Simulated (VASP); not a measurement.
# N (P2_13) in VASP: single point with r2SCAN+rVV10

Aim: the single point of N with r2SCAN+rVV10.

Everything below comes from runs of VASP 6.6.1. Logs are shortened: lines on timing, memory, paths and dates and some standing lists are left out, and cuts for length are marked.

**1. The cell of the first run**

The typed cell holds 8 atoms: a = 5.473 Å, b = 5.473 Å, c = 5.473 Å, α = 90.00°, β = 90.00°, γ = 90.00°.

**2. Single point, r2SCAN+rVV10**

File POSCAR:

```
N
1.0
    5.4729841586      0.0000000000      0.0000000000
    0.0000000000      5.4729841586      0.0000000000
    0.0000000000      0.0000000000      5.4729841586
N
8
Direct
    0.0575336933      0.0575336933      0.0575336933
    0.4424663067      0.9424663067      0.5575336933
    0.5575336933      0.4424663067      0.9424663067
    0.9424663067      0.5575336933      0.4424663067
    0.9422232621      0.9422232621      0.9422232621
    0.5577767379      0.0577767379      0.4422232621
    0.4422232621      0.5577767379      0.0577767379
    0.0577767379      0.4422232621      0.5577767379
```

File INCAR.step1:

```
SYSTEM = N
PREC = Accurate
ENCUT = 1460
ISMEAR = -1
SIGMA = 0.02
LREAL = .False.
LASPH = .True.
NELM = 120
NBANDS = 30
GGA = PE
ALGO = Normal
EDIFF = 1E-5
LWAVE = .True.
LCHARG = .False.
GGA_COMPAT = .False.
```

File INCAR.step2:

```
SYSTEM = N
PREC = Accurate
ENCUT = 1460
EDIFF = 1E-6
ISMEAR = -1
SIGMA = 0.02
LREAL = .False.
LASPH = .True.
NELM = 120
ALGO = Normal
ISIF = 2
LWAVE = .False.
LCHARG = .False.
METAGGA = R2SCAN
LMIXTAU = .True.
LUSE_VDW = .True.
IVDW_NL = 2
BPARAM = 11.95
CPARAM = 0.0093
NBANDS = 30
ISTART = 1
GGA_COMPAT = .False.
```

File KPOINTS:

```
regular mesh
0
Gamma
  4 4 4
  0 0 0
```

Potentials or basis: VASP PAW PBE potentials, release 64 (N_h).

The run is started by

```
> cat potpaw_PBE.64/N_h/POTCAR > POTCAR
> cp INCAR.step1 INCAR
> mpirun -np 1 vasp_std > vasp.out
> cp INCAR.step2 INCAR
> mpirun -np 1 vasp_std > vasp.out
```

OUTCAR:

```text
SYSTEM = N
   PREC = Accurate
   ENCUT = 1460
   EDIFF = 1E-6
   ISMEAR = -1
   LREAL = .False.
   LASPH = .True.
   NELM = 120
   ISIF = 2
   METAGGA = R2SCAN
   IVDW_NL = 2
   BPARAM = 11.95
   ISTART = 1

 ion  position               nearest neighbor table
   1  0.058  0.058  0.058-   5 1.09
   2  0.442  0.942  0.558-   6 1.09
   3  0.558  0.442  0.942-   7 1.09
   4  0.942  0.558  0.442-   8 1.09
   5  0.942  0.942  0.942-   1 1.09
   6  0.558  0.058  0.442-   2 1.09
   7  0.442  0.558  0.058-   3 1.09
   8  0.058  0.442  0.558-   4 1.09

  LATTYP: Found a simple cubic cell.
 ALAT       =     5.4729841586

  Lattice vectors:

 A1 = (   5.4729841586,   0.0000000000,   0.0000000000)
 A2 = (   0.0000000000,   5.4729841586,   0.0000000000)
 A3 = (   0.0000000000,   0.0000000000,   5.4729841586)

Analysis of symmetry for initial positions (statically):
=====================================================================
 Subroutine PRICEL returns:
 Original cell was already a primitive cell.

 Routine SETGRP: Setting up the symmetry group for a
 simple cubic supercell.

 Subroutine GETGRP returns: Found 12 space group operations
 (whereof  3 operations were pure point group operations)
 out of a pool of 48 trial point group operations.

The static configuration has the point symmetry C_3 .
 The point group associated with its full space group is T   .

Analysis of symmetry for dynamics (positions and initial velocities):
=====================================================================
 Subroutine PRICEL returns:
 Original cell was already a primitive cell.

 Routine SETGRP: Setting up the symmetry group for a
 simple cubic supercell.

 Subroutine GETGRP returns: Found 12 space group operations
 (whereof  3 operations were pure point group operations)
 out of a pool of 48 trial point group operations.

The dynamic configuration has the point symmetry C_3 .
 The point group associated with its full space group is T   .

 Subroutine INISYM returns: Found 12 space group operations
 (whereof  3 operations are pure point group operations),
 and found     1 'primitive' translations

----------------------------------------------------------------------------------------

                                     Primitive cell

  volume of cell :     163.9353

  direct lattice vectors                    reciprocal lattice vectors
     5.472984159  0.000000000  0.000000000     0.182715676  0.000000000  0.000000000
     0.000000000  5.472984159  0.000000000     0.000000000  0.182715676  0.000000000
     0.000000000  0.000000000  5.472984159     0.000000000  0.000000000  0.182715676

  length of vectors
     5.472984159  5.472984159  5.472984159     0.182715676  0.182715676  0.182715676

  position of ions in fractional coordinates (direct lattice)
     0.057533693  0.057533693  0.057533693
     0.442466307  0.942466307  0.557533693
     0.557533693  0.442466307  0.942466307
     0.942466307  0.557533693  0.442466307
     0.942223262  0.942223262  0.942223262
     0.557776738  0.057776738  0.442223262
     0.442223262  0.557776738  0.057776738
     0.057776738  0.442223262  0.557776738

  ion indices of the primitive-cell ions
   primitive index   ion index
                 1           1
                 2           2
                 3           3
                 4           4
                 5           5
                 6           6
                 7           7
                 8           8

----------------------------------------------------------------------------------------

 KPOINTS: regular mesh

Automatic generation of k-mesh.
 Grid dimensions read from file:
 generate k-points for:    4    4    4

 Generating k-lattice:

  Cartesian coordinates                     Fractional coordinates (reciprocal lattice)
     0.045678919  0.000000000  0.000000000     0.250000000  0.000000000  0.000000000
     0.000000000  0.045678919  0.000000000     0.000000000  0.250000000  0.000000000
     0.000000000  0.000000000  0.045678919     0.000000000  0.000000000  0.250000000

  Length of vectors
     0.045678919  0.045678919  0.045678919

  Shift w.r.t. Gamma in fractional coordinates (k-lattice)
     0.000000000  0.000000000  0.000000000

 Subroutine IBZKPT returns following result:
 ===========================================

 Found     11 irreducible k-points:

 Following reciprocal coordinates:
            Coordinates               Weight
  0.000000  0.000000  0.000000      1.000000
  0.250000  0.000000  0.000000      6.000000
  0.500000  0.000000  0.000000      3.000000
  0.250000  0.250000  0.000000     12.000000
  0.500000  0.250000  0.000000      6.000000
 -0.250000  0.500000  0.000000      6.000000
  0.500000  0.500000  0.000000      3.000000
  0.250000  0.250000  0.250000      8.000000
  0.500000  0.250000  0.250000     12.000000
  0.500000  0.500000  0.250000      6.000000
  0.500000  0.500000  0.500000      1.000000
   k-points           NKPTS =     11   k-points in BZ     NKDIM =     11   number of bands    NBANDS=     30
   number of dos      NEDOS =    301   number of ions     NIONS =      8
   total plane-waves  NPLWV = 343000
   dimension x,y,z NGX =    70 NGY =   70 NGZ =   70
   dimension x,y,z NGXF=   140 NGYF=  140 NGZF=  140
   ions per type =               8
   NGX,Y,Z   is equivalent  to a cutoff of  21.26, 21.26, 21.26 a.u.
   NGXF,Y,Z  is equivalent  to a cutoff of  42.53, 42.53, 42.53 a.u.
 SYSTEM =  N
   PREC   = accura    normal or accurate (medium, high low for compatibility)
   ISTART =      1    job   : 0-new  1-cont  2-samecut
   ICHARG =      0    charge: 1-file 2-atom 10-const
   ISPIN  =      1    spin polarized calculation?
   LNONCOLLINEAR =      F non collinear calculations
   LSORBIT =      F    spin-orbit coupling
   LASPH  =      T    aspherical Exc in radial PAW
   ENCUT  = 1460.0 eV 107.31 Ry   10.36 a.u.  17.05 17.05 17.05*2*pi/ulx,y,z
   NELM   =    120;   NELMIN=  2; NELMDL=  0     # of ELM steps
   EDIFF  = 0.1E-05   stopping-criterion for ELM
   LREAL  =      F    real-space projection
   EDIFFG = 0.1E-04   stopping-criterion for IOM
   NSW    =      0    number of steps for IOM
   IBRION =     -1    ionic relax: 0-MD 1-quasi-New 2-CG
   NFREE  =      0    steps in history (QN), initial steepest desc. (CG)
   ISIF   =      2    stress and relaxation
   ISYM   =      2    0-nonsym 1-usesym 2-fastsym
   POTIM  = 0.5000    time-step for ionic-motion
   TEBEG  =    0.0;   TEEND  =   0.0 temperature during run
   PSTRESS=    0.0 pullay stress
   NELECT =      40.0000    total number of electrons
   NUPDOWN=      -1.0000    fix difference up-down
   EMIN   =  10.00;   EMAX   =-10.00  energy-range for DOS
   EFERMI =   0.00;   METHOD = LEGACY
   ISMEAR =    -1;   SIGMA  =   0.02  broadening in eV -4-tet -1-fermi 0-gaus
   EFERMI_NEDOS =   21; number of points for ismear=-14 and -15
   IALGO  =     38    algorithm
   IMIX   =      4    mixing-type and parameters
     AMIX     =   0.40;   BMIX     =  1.00
     AMIX_MAG =   1.60;   BMIX_MAG =  1.00
  volume/ion in A,a.u.               =      20.49       138.29
  Fermi-wavevector in a.u.,A,eV,Ry     =   1.022988  1.933167 14.238564  1.046505
  Thomas-Fermi vector in A             =   2.156697
   LORBIT       =      0    0 simple, 1 ext, 2 COOP (PROOUT), +10 PAW based schemes
   METAGGA = R2SCAN    functional components
   LHFCALC =     F    Hartree Fock is set to
   AEXX    =    0.0000 exact exchange contribution
   IVDW_NL    =     2    kernel type
   BPARAM     =11.9500
   IVDW    =     0    specifies the selected vdW correction
   LEPSILON=     F    determine dielectric tensor
   LRPA    =     F    only Hartree local field effects (RPA)
 non-spin polarized calculation
  energy-cutoff  :     1460.00
  volume of cell :      163.94
 maximum number of plane-waves:     20816
 NGX is ok and might be reduce to    70
   NGX = 35   NGY = 35   NGZ = 35

 number of electron      40.0000000 magnetization

 Free energy of the ion-electron system (eV)
  ---------------------------------------------------
  ext. energy  EPLUGINS =         0.00000000
  ---------------------------------------------------
  free energy    TOTEN  =       -72.32921338 eV

  energy without entropy =      -72.32921338  energy(sigma->0) =      -72.32921338

 E-fermi :  -5.9124     XC(G=0):  -7.0984

 val. band max:       -6.3923340445   @ k =   0.5000   0.0000   0.0000
 cond. band min:       1.6029026576   @ k =   0.0000   0.0000   0.0000
 fundamental gap:      7.9952367021
 Fermi energy:        -5.9124373769

 k-point     1 :       0.0000    0.0000    0.0000
  band No.  band energies     occupation
      1     -25.6370      2.00000
      2     -25.5573      2.00000
      3     -25.5573      2.00000
      4     -25.5573      2.00000
      5     -10.2445      2.00000
      6     -10.2445      2.00000
[... 22 lines left out ...]
     29       6.0754      0.00000
     30       9.2050      0.00000

 k-point     2 :       0.2500    0.0000    0.0000
  band No.  band energies     occupation
      1     -25.6253      2.00000
      2     -25.5690      2.00000
      3     -25.5572      2.00000
      4     -25.5572      2.00000
      5     -10.2363      2.00000
      6     -10.2341      2.00000
[... 22 lines left out ...]
     29       6.2106      0.00000
     30       7.9769      0.00000

 k-point     3 :       0.5000    0.0000    0.0000
  band No.  band energies     occupation
      1     -25.5971      2.00000
      2     -25.5971      2.00000
      3     -25.5571      2.00000
      4     -25.5571      2.00000
      5     -10.2257      2.00000
      6     -10.2257      2.00000
[... 253 lines left out ...]
     29       7.4901      0.00000
     30       7.4901      0.00000

 k-point    11 :       0.5000    0.5000    0.5000
  band No.  band energies     occupation
      1     -25.5766      2.00000
      2     -25.5766      2.00000
      3     -25.5766      2.00000
      4     -25.5766      2.00000
      5     -10.2423      2.00000
      6     -10.2423      2.00000
[... 22 lines left out ...]
     29       7.6712      0.00000
     30       7.6712      0.00000

------------------------ aborting loop because EDIFF is reached ----------------------------------------

  FORCE on cell =-STRESS in cart. coord.  units (eV):
  Direction    XX          YY          ZZ          XY          YZ          ZX
  --------------------------------------------------------------------------------------
  -------------------------------------------------------------------------------------
  Total       -0.1528091     -0.1528091     -0.1528091     -0.0000000      0.0000000      0.0000000
  in kB       -1.4934380     -1.4934380     -1.4934380     -0.0000000      0.0000000      0.0000000
  external PRESSURE =      -1.4934380 kB  Pullay stress =       0.0000000 kB

 VOLUME and BASIS-vectors are now :
 -----------------------------------------------------------------------------
  energy-cutoff  :     1460.00
  volume of cell :      163.94
      direct lattice vectors                 reciprocal lattice vectors
     5.472984159  0.000000000  0.000000000     0.182715676  0.000000000  0.000000000
     0.000000000  5.472984159  0.000000000     0.000000000  0.182715676  0.000000000
     0.000000000  0.000000000  5.472984159     0.000000000  0.000000000  0.182715676

 POSITION                                       TOTAL-FORCE (eV/Angst)
 -----------------------------------------------------------------------------------
      0.31488      0.31488      0.31488        -0.001628     -0.001628     -0.001628
      2.42161      5.15810      3.05137         0.001628      0.001628     -0.001628
      3.05137      2.42161      5.15810        -0.001628      0.001628      0.001628
      5.15810      3.05137      2.42161         0.001628     -0.001628      0.001628
      5.15677      5.15677      5.15677         0.001842      0.001842      0.001842
      3.05270      0.31621      2.42028        -0.001842     -0.001842      0.001842
      2.42028      3.05270      0.31621         0.001842     -0.001842     -0.001842
      0.31621      2.42028      3.05270        -0.001842      0.001842     -0.001842
 -----------------------------------------------------------------------------------
    total drift:                               -0.000000     -0.000000     -0.000000

  FREE ENERGIE OF THE ION-ELECTRON SYSTEM (eV)
  ---------------------------------------------------
  free  energy   TOTEN  =       -72.3292133799 eV

  energy  without entropy=      -72.3292133799  energy(sigma->0) =      -72.32921338
```

Run time: 35 min. Hardware: 1 thread of Intel Xeon Platinum 8488C (Sapphire Rapids), shared host; peak memory 2 GiB.

What came out:

| Item | Value |
| --- | --- |
| Free energy | -72.3292 eV |
| Pressure | -0.1 GPa |
| Largest force | 0.003 eV/Å |
| Band gap on the k mesh | 8.00 eV (least direct gap 8.03 eV) |

Forces on the atoms (eV/Å):
```
N   -0.002 -0.002 -0.002
N    0.002  0.002 -0.002
N   -0.002  0.002  0.002
N    0.002 -0.002  0.002
N    0.002  0.002  0.002
N   -0.002 -0.002  0.002
N    0.002 -0.002 -0.002
N   -0.002  0.002 -0.002
```

Caveat: the PAW data sets were made with another functional, which shifts forces and pressure a little.
